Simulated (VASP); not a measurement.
# WSe2 (P6_3/mmc) in VASP: notebook

The runs below take WSe2 through single point, with PBE+D3(BJ).

All numbers are computed with VASP 6.6.1; they aren't measurements. Logs are shortened: lines on timing, memory, paths and dates and some standing lists are left out, and cuts for length are marked.

**Measured values to compare with.**

From “Time-resolved XUV ARPES with tunable 24–33 eV laser pulses at 30 meV resolution”, 2019, pmc:6684652, for a bulk crystal of WSe2: band gap 1.3 eV (indirect).

The results are compared with them further down.

## Step 1: The cell of the first run

Symmetry: P6_3/mmc, No. 194, hexagonal system. Conventional cell: a = 3.260 Å, b = 3.260 Å, c = 12.550 Å, α = 90.00°, β = 90.00°, γ = 120.00°. Within 3.3 Å of W (site symmetry -6m2) lie 6 Se at 2.53 Å and 6 W at 3.26 Å. Se (site symmetry 3m) has 3 W at 2.53 Å and 10 Se at 3.26 to 3.46 Å within 3.5 Å.

## Step 2: Single point, PBE+D3(BJ)

Input file INCAR:

```
  ALGO = Normal
  EDIFF = 1E-6
  ENCUT = 500
  GGA = PE
  GGA_COMPAT = False
  ISIF = 2
  ISMEAR = 0
  IVDW = 12
  LASPH = True
  LCHARG = True
  LELF = True
  LREAL = False
  LVHAR = True
  LWAVE = False
  NBANDS = 35
  NELM = 120
  PREC = Accurate
  SIGMA = 0.02
```

Input file KPOINTS:

```
k-points
0
Gamma
  11 11 2
```

Input file POSCAR:

```
WSe2
1.0
    3.2600632640      0.0000000000      0.0000000000
   -1.6300316320      2.8232976045      0.0000000000
    0.0000000000      0.0000000000     12.5495030442
W Se
2 4
Direct
    0.3333333333      0.6666666667      0.2500000000
    0.6666666667      0.3333333333      0.7500000000
    0.3333333333      0.6666666667      0.6155944136
    0.6666666667      0.3333333333      0.1155944136
    0.3333333333      0.6666666667      0.8844055864
    0.6666666667      0.3333333333      0.3844055864
```

Potentials or basis: VASP PAW PBE potentials, release 64 (W_sv, Se).

Command:

```
$ cat potpaw_PBE.64/W_sv/POTCAR potpaw_PBE.64/Se/POTCAR > POTCAR
$ mpirun -np 1 vasp_std > vasp.out
```

OUTCAR:

```text
EDIFF = 1E-6
   ENCUT = 500
   GGA = PE
   ISIF = 2
   ISMEAR = 0
   IVDW = 12
   LASPH = True
   LREAL = False
   NELM = 120
   PREC = Accurate
 IVDW          = 12

 ion  position               nearest neighbor table
   1  0.333  0.667  0.250-   4 2.53   6 2.53   4 2.53   6 2.53   4 2.53   6 2.53
   2  0.667  0.333  0.750-   3 2.53   5 2.53   3 2.53   5 2.53   3 2.53   5 2.53
   3  0.333  0.667  0.616-   2 2.53   2 2.53   2 2.53
   4  0.667  0.333  0.116-   1 2.53   1 2.53   1 2.53
   5  0.333  0.667  0.884-   2 2.53   2 2.53   2 2.53
   6  0.667  0.333  0.384-   1 2.53   1 2.53   1 2.53

  LATTYP: Found a hexagonal cell.
 ALAT       =     3.2600632640
 C/A-ratio  =     3.8494661078

  Lattice vectors:

 A1 = (   3.2600632640,   0.0000000000,   0.0000000000)
 A2 = (  -1.6300316320,   2.8232976045,   0.0000000000)
 A3 = (   0.0000000000,   0.0000000000,  12.5495030442)

Analysis of symmetry for initial positions (statically):
=====================================================================
 Subroutine PRICEL returns:
 Original cell was already a primitive cell.

 Routine SETGRP: Setting up the symmetry group for a
 hexagonal supercell.

 Subroutine GETGRP returns: Found 24 space group operations
 (whereof 12 operations were pure point group operations)
 out of a pool of 24 trial point group operations.

The static configuration has the point symmetry D_3d.
 The point group associated with its full space group is D_6h.

Analysis of symmetry for dynamics (positions and initial velocities):
=====================================================================
 Subroutine PRICEL returns:
 Original cell was already a primitive cell.

 Routine SETGRP: Setting up the symmetry group for a
 hexagonal supercell.

 Subroutine GETGRP returns: Found 24 space group operations
 (whereof 12 operations were pure point group operations)
 out of a pool of 24 trial point group operations.

The dynamic configuration has the point symmetry D_3d.
 The point group associated with its full space group is D_6h.

 Subroutine INISYM returns: Found 24 space group operations
 (whereof 12 operations are pure point group operations),
 and found     1 'primitive' translations

----------------------------------------------------------------------------------------

                                     Primitive cell

  volume of cell :     115.5072

[... 97 lines left out ...]
   LREAL  =      F    real-space projection
   EDIFFG = 0.1E-04   stopping-criterion for IOM
   NSW    =      0    number of steps for IOM
   IBRION =     -1    ionic relax: 0-MD 1-quasi-New 2-CG
   NFREE  =      0    steps in history (QN), initial steepest desc. (CG)
   ISIF   =      2    stress and relaxation
   ISYM   =      2    0-nonsym 1-usesym 2-fastsym
   POTIM  = 0.5000    time-step for ionic-motion
   TEBEG  =    0.0;   TEEND  =   0.0 temperature during run
   PSTRESS=    0.0 pullay stress
   NELECT =      52.0000    total number of electrons
   NUPDOWN=      -1.0000    fix difference up-down
   EMIN   =  10.00;   EMAX   =-10.00  energy-range for DOS
   EFERMI =   0.00;   METHOD = LEGACY
   ISMEAR =     0;   SIGMA  =   0.02  broadening in eV -4-tet -1-fermi 0-gaus
   EFERMI_NEDOS =   21; number of points for ismear=-14 and -15
   IALGO  =     38    algorithm
   IMIX   =      4    mixing-type and parameters
     AMIX     =   0.40;   BMIX     =  1.00
     AMIX_MAG =   1.60;   BMIX_MAG =  1.00
  volume/ion in A,a.u.               =      19.25       129.91
  Fermi-wavevector in a.u.,A,eV,Ry     =   1.254699  2.371037 21.419237  1.574269
  Thomas-Fermi vector in A             =   2.388491
   LORBIT       =      0    0 simple, 1 ext, 2 COOP (PROOUT), +10 PAW based schemes
   GGA     = PE    functional components
   LHFCALC =     F    Hartree Fock is set to
   AEXX    =    0.0000 exact exchange contribution
   IVDW    =    12    specifies the selected vdW correction
   LEPSILON=     F    determine dielectric tensor
   LRPA    =     F    only Hartree local field effects (RPA)
 non-spin polarized calculation
 Gauss-broadening in eV      SIGMA  =   0.02
  energy-cutoff  :      500.00
  volume of cell :      115.51
 maximum number of plane-waves:      2970
 NGX is ok and might be reduce to    24
   NGX = 11   NGY = 11   NGZ = 45

 number of electron      52.0000005 magnetization

 Free energy of the ion-electron system (eV)
  ---------------------------------------------------
  ext. energy  EPLUGINS =         0.00000000
  ---------------------------------------------------
  free energy    TOTEN  =       -42.96337602 eV

  energy without entropy =      -42.96337602  energy(sigma->0) =      -42.96337602

 E-fermi :   7.1187     XC(G=0): -11.0852

 val. band max:        6.9295233886   @ k =   0.0000   0.0000   0.0000
 cond. band min:       7.6895206498   @ k =   0.1818   0.1818   0.0000
 fundamental gap:      0.7599972612
 Fermi energy:         7.1187042550

 k-point     1 :       0.0000    0.0000    0.0000
  band No.  band energies     occupation
      1     -67.4387      2.00000
      2     -67.4387      2.00000
      3     -31.7042      2.00000
      4     -31.7042      2.00000
      5     -31.5505      2.00000
      6     -31.5505      2.00000
[... 901 lines left out ...]
     34      10.6759      0.00000
     35      13.6975      0.00000

 [... further k-points ...]

------------------------ aborting loop because EDIFF is reached ----------------------------------------

 Edisp (eV)   -2.94592

 E8    (eV) :    -1.3142

  FORCE on cell =-STRESS in cart. coord.  units (eV):
  Direction    XX          YY          ZZ          XY          YZ          ZX
  --------------------------------------------------------------------------------------
  -------------------------------------------------------------------------------------
  Total       1.48239     1.48239     1.56877     0.00000     0.00000     0.00000
  in kB      20.56197    20.56197    21.76012     0.00000     0.00000     0.00000
  external pressure =       20.96 kB  Pullay stress =        0.00 kB

 VOLUME and BASIS-vectors are now :
 -----------------------------------------------------------------------------
  energy-cutoff  :      500.00
  volume of cell :      115.51
      direct lattice vectors                 reciprocal lattice vectors
     3.260063264  0.000000000  0.000000000     0.306742514  0.177097873  0.000000000
    -1.630031632  2.823297605  0.000000000     0.000000000  0.354195746  0.000000000
     0.000000000  0.000000000 12.549503044     0.000000000  0.000000000  0.079684430

 POSITION                                       TOTAL-FORCE (eV/Angst)
 -----------------------------------------------------------------------------------
     -0.00000      1.88220      3.13738        -0.000000     -0.000000      0.000000
      1.63003      0.94110      9.41213         0.000000     -0.000000      0.000000
     -0.00000      1.88220      7.72540        -0.000000     -0.000000     -0.048999
      1.63003      0.94110      1.45065         0.000000      0.000000     -0.048999
     -0.00000      1.88220     11.09885         0.000000     -0.000000      0.048999
      1.63003      0.94110      4.82410        -0.000000      0.000000      0.048999
 -----------------------------------------------------------------------------------
    total drift:                               -0.000000      0.000000     -0.000000

  FREE ENERGIE OF THE ION-ELECTRON SYSTEM (eV)
  ---------------------------------------------------
  free  energy   TOTEN  =       -45.9093003845 eV

  energy  without entropy=      -45.9093003845  energy(sigma->0) =      -45.90930038
```

Wall time 42 s (1 thread of Intel Xeon 6975P-C (Granite Rapids), shared host); peak memory 0.29 GiB.

Results:

```
Free energy                : -45.9093 eV
Pressure                   : 2.1 GPa
Largest force              : 0.049 eV/Å
Band gap on the k mesh     : 0.76 eV (least direct gap 1.80 eV)
Dispersion energy per atom : -0.491 eV
```

Forces in eV/Å, atoms in the order of the input:
```
W    0.000  0.000  0.000
W    0.000  0.000  0.000
Se   0.000  0.000 -0.049
Se   0.000  0.000 -0.049
Se   0.000  0.000  0.049
Se   0.000  0.000  0.049
```

Levels at points of the mesh, in eV from the valence-band top:
| k point | band 22 | band 23 | band 24 | band 25 | band 26 | band 27 | band 28 | band 29 | band 30 | band 31 |
| --- | --- | --- | --- | --- | --- | --- | --- | --- | --- | --- |
| (0.00, 0.00, 0.00) | -1.47 | -1.47 | -1.33 | -0.84 | 0.00 | 2.61 | 2.61 | 2.63 | 2.63 | 2.69 |
| (0.00, 0.00, 0.50) | -1.52 | -1.52 | -1.52 | -0.19 | -0.19 | 2.60 | 2.60 | 2.60 | 2.60 | 2.84 |

Caveat: spin-orbit coupling is left out, which moves the levels of the heavy elements; an odd mesh through Γ misses points on the zone boundary, where band edges can lie.

## Step 3: Single point, PBE+D3(BJ)

This run uses another cell than the first one, of 19.85 Å³/atom.

Input file INCAR:

```
ALGO     = Normal         # electronic algorithm
EDIFF    = 1E-6           # SCF threshold, eV
ENCUT    = 520            # plane-wave cutoff, eV
GGA      = PE             # functional
ISIF     = 2              # what is computed and relaxed
ISMEAR   = 0              # smearing method
IVDW     = 12             # dispersion correction
LASPH    = T              # aspherical terms in the spheres
LCHARG   = F              # write CHGCAR
LREAL    = F              # projectors in reciprocal space
LWAVE    = F              # write WAVECAR
NBANDS   = 35             # bands
NELM     = 80             # most SCF steps
PREC     = Accurate       # precision mode
SIGMA    = 0.02           # smearing width, eV
```

Input file KPOINTS:

```
k-points
0
Gamma
  12 12 2
```

Input file POSCAR:

```
WSe2
1.0
    3.2790275570      0.0000000000      0.0000000000
   -1.6395137785      2.8397211641      0.0000000000
    0.0000000000      0.0000000000     12.7886112145
W Se
2 4
Direct
    0.3333333333      0.6666666667      0.2500000000
    0.6666666667      0.3333333333      0.7500000000
    0.3333333333      0.6666666667      0.6182912210
    0.6666666667      0.3333333333      0.1182912210
    0.3333333333      0.6666666667      0.8817087790
    0.6666666667      0.3333333333      0.3817087790
```

Potentials or basis: VASP PAW PBE potentials, release 64 (W_sv, Se).

Command:

```
$ cat potpaw_PBE.64/W_sv/POTCAR potpaw_PBE.64/Se/POTCAR > POTCAR
$ mpirun -np 1 vasp_std > vasp.out
```

OUTCAR:

```text
EDIFF = 1E-6
   ENCUT = 520
   GGA = PE
   ISIF = 2
   ISMEAR = 0
   IVDW = 12
   LASPH = T
   LREAL = F
   NELM = 80
   PREC = Accurate
 IVDW          = 12

 ion  position               nearest neighbor table
   1  0.333  0.667  0.250-   4 2.53   6 2.53   4 2.53   6 2.53   4 2.53   6 2.53
   2  0.667  0.333  0.750-   3 2.53   5 2.53   3 2.53   5 2.53   3 2.53   5 2.53
   3  0.333  0.667  0.618-   2 2.53   2 2.53   2 2.53
   4  0.667  0.333  0.118-   1 2.53   1 2.53   1 2.53
   5  0.333  0.667  0.882-   2 2.53   2 2.53   2 2.53
   6  0.667  0.333  0.382-   1 2.53   1 2.53   1 2.53

  LATTYP: Found a hexagonal cell.
 ALAT       =     3.2790275570
 C/A-ratio  =     3.9001231286

  Lattice vectors:

 A1 = (   3.2790275570,   0.0000000000,   0.0000000000)
 A2 = (  -1.6395137785,   2.8397211641,   0.0000000000)
 A3 = (   0.0000000000,   0.0000000000,  12.7886112145)

Analysis of symmetry for initial positions (statically):
=====================================================================
 Subroutine PRICEL returns:
[... 184 lines left out ...]
 cond. band min:       7.4144537028   @ k =   0.1667   0.1667   0.0000
 fundamental gap:      0.8902087987
 Fermi energy:         6.7247533435

 k-point     1 :       0.0000    0.0000    0.0000
  band No.  band energies     occupation
      1     -67.8188      2.00000
      2     -67.8188      2.00000
      3     -32.0695      2.00000
      4     -32.0694      2.00000
      5     -31.9324      2.00000
      6     -31.9324      2.00000
[... 901 lines left out ...]
     34      10.4333      0.00000
     35      12.0514      0.00000

 [... further k-points ...]

------------------------ aborting loop because EDIFF is reached ----------------------------------------

 Edisp (eV)   -2.85284

 E8    (eV) :    -1.2725

  FORCE on cell =-STRESS in cart. coord.  units (eV):
  Direction    XX          YY          ZZ          XY          YZ          ZX
  --------------------------------------------------------------------------------------
  -------------------------------------------------------------------------------------
  Total       0.20599     0.20599     0.29227     0.00000    -0.00000     0.00000
  in kB       2.77146     2.77146     3.93231     0.00000    -0.00000     0.00000
  external pressure =        3.16 kB  Pullay stress =        0.00 kB

 VOLUME and BASIS-vectors are now :
 -----------------------------------------------------------------------------
  energy-cutoff  :      520.00
  volume of cell :      119.08
      direct lattice vectors                 reciprocal lattice vectors
     3.279027557  0.000000000  0.000000000     0.304968465  0.176073625  0.000000000
    -1.639513779  2.839721164  0.000000000     0.000000000  0.352147250  0.000000000
     0.000000000  0.000000000 12.788611214     0.000000000  0.000000000  0.078194574

 POSITION                                       TOTAL-FORCE (eV/Angst)
 -----------------------------------------------------------------------------------
     -0.00000      1.89315      3.19715        -0.000000     -0.000000      0.000000
      1.63951      0.94657      9.59146         0.000000     -0.000000      0.000000
     -0.00000      1.89315      7.90709        -0.000000     -0.000000     -0.047007
      1.63951      0.94657      1.51278         0.000000      0.000000     -0.047007
     -0.00000      1.89315     11.27583         0.000000     -0.000000      0.047007
      1.63951      0.94657      4.88153         0.000000      0.000000      0.047007
 -----------------------------------------------------------------------------------
    total drift:                                0.000000     -0.000000      0.000000

  FREE ENERGIE OF THE ION-ELECTRON SYSTEM (eV)
  ---------------------------------------------------
  free  energy   TOTEN  =       -45.9306479761 eV

  energy  without entropy=      -45.9306479761  energy(sigma->0) =      -45.93064798
```

OSZICAR:

```text
N       E                     dE             d eps       ncg     rms          rms(c)
DAV:   1     0.504699308496E+03    0.50470E+03   -0.27859E+04  2940   0.145E+03
DAV:   2    -0.133620996816E+02   -0.51806E+03   -0.49959E+03  3127   0.393E+02
DAV:   3    -0.443189943618E+02   -0.30957E+02   -0.30454E+02  3296   0.910E+01
DAV:   4    -0.449656252550E+02   -0.64663E+00   -0.64357E+00  3184   0.135E+01
DAV:   5    -0.449736566124E+02   -0.80314E-02   -0.80273E-02  3187   0.164E+00    0.298E+01
DAV:   6    -0.434745933511E+02    0.14991E+01   -0.58207E+00  2955   0.160E+01    0.106E+01
DAV:   7    -0.432620482735E+02    0.21255E+00   -0.28990E+00  2809   0.814E+00    0.566E+00
DAV:   8    -0.430765696395E+02    0.18548E+00   -0.40020E-01  2936   0.436E+00    0.131E+00
DAV:   9    -0.430797097217E+02   -0.31401E-02   -0.61572E-02  3110   0.120E+00    0.940E-01
DAV:  10    -0.430778475575E+02    0.18622E-02   -0.13849E-02  2889   0.793E-01    0.138E-01
DAV:  11    -0.430778692165E+02   -0.21659E-04   -0.17560E-03  2930   0.271E-01    0.191E-01
DAV:  12    -0.430778170450E+02    0.52171E-04   -0.67478E-05  3058   0.527E-02    0.119E-01
DAV:  13    -0.430778114316E+02    0.56133E-05   -0.86680E-05  2942   0.559E-02    0.855E-03
DAV:  14    -0.430778121747E+02   -0.74308E-06   -0.59048E-06  2918   0.127E-02
   1 F= -.45930648E+02 E0= -.45930648E+02  d E =-.876035E-48
```

stdout:

```text
POSCAR found type information on POSCAR W Se
 POSCAR found :  2 types and       6 ions
 scaLAPACK will be used
 LDA part: xc-table for (Slater+PW92), standard interpolation
 POSCAR, INCAR and KPOINTS ok, starting setup
 FFT: planning ... GRIDC
 FFT: planning ... GRID_SOFT
 FFT: planning ... GRID
 WAVECAR not read
 entering main loop
```

Run time: 90 s. Hardware: 1 thread of AMD EPYC 9R45 (Zen 5), shared host; peak memory 0.28 GiB.

Results:

| Item | Value |
| --- | --- |
| Free energy | -45.9306 eV |
| Pressure | 0.3 GPa |
| Largest force | 0.047 eV/Å |
| Band gap on the k mesh | 0.89 eV (least direct gap 1.56 eV) |
| Dispersion energy per atom | -0.475 eV |

Forces in eV/Å, atoms in the order of the input:
```
W    0.000  0.000  0.000
W    0.000  0.000  0.000
Se   0.000  0.000 -0.047
Se   0.000  0.000 -0.047
Se   0.000  0.000  0.047
Se   0.000  0.000  0.047
```

Stress tensor (GPa, compression positive):
```
0.28 0.00 0.00
0.00 0.28 0.00
0.00 0.00 0.39
```

Caveat: spin-orbit coupling is left out, which moves the levels of the heavy elements.

## Step 4: Comparison with measurements

Step 3. Against the measured gap of WSe2, 1.3 eV (indirect; “Time-resolved XUV ARPES with tunable 24–33 eV laser pulses at 30 meV resolution”, 2019, pmc:6684652), the calculated 0.89 eV is off by -0.41 eV. Spin-orbit coupling on Se, W is left out. The value is that of PBE+D3(BJ) on a finite k mesh, which can miss the band edges, without temperature or zero-point motion. Semilocal functionals fall short of measured gaps as a rule.
